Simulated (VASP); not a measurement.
A run of VASP 6.6.1:

File INCAR:

```
ALGO     = Fast           # electronic algorithm
EDIFF    = 1E-7           # SCF threshold, eV
ENCUT    = 520            # plane-wave cutoff, eV
GGA      = PE             # functional
ISIF     = 2              # what is computed and relaxed
ISMEAR   = 0              # smearing method
LASPH    = True           # aspherical terms in the spheres
LCHARG   = False          # write CHGCAR
LREAL    = False          # projectors in reciprocal space
LWAVE    = False          # write WAVECAR
NBANDS   = 36             # bands
NELM     = 100            # most SCF steps
PREC     = Accurate       # precision mode
SIGMA    = 0.1            # smearing width, eV
```

File KPOINTS:

```
k-points
0
Gamma
  8 8 8
```

POSCAR

```
CsIr2
1.0
    0.0000000000      4.0059983878      4.0059983878
    4.0059983878      0.0000000000      4.0059983878
    4.0059983878      4.0059983878      0.0000000000
Cs Ir
2 4
Direct
    0.5000000000      0.5000000000      0.5000000000
    0.7500000000      0.7500000000      0.7500000000
    0.1250000000      0.1250000000      0.1250000000
    0.6250000000      0.1250000000      0.1250000000
    0.1250000000      0.1250000000      0.6250000000
    0.1250000000      0.6250000000      0.1250000000
```

Potentials or basis: VASP PAW PBE potentials, release 64 (Cs_sv, Ir).

Command:

```sh
$ cat potpaw_PBE.64/Cs_sv/POTCAR potpaw_PBE.64/Ir/POTCAR > POTCAR
$ mpirun -np 1 vasp_std > vasp.out
```

Hardware: 1 thread of Oxide Virtual Turin-like Processor, on a shared host.

Q: Estimate the wall time of this run.

A: It took 3.6 min on 1 thread of Oxide Virtual Turin-like Processor (shared host), peak memory 0.28 GiB. Counts: scf iterations 16, k points 29.
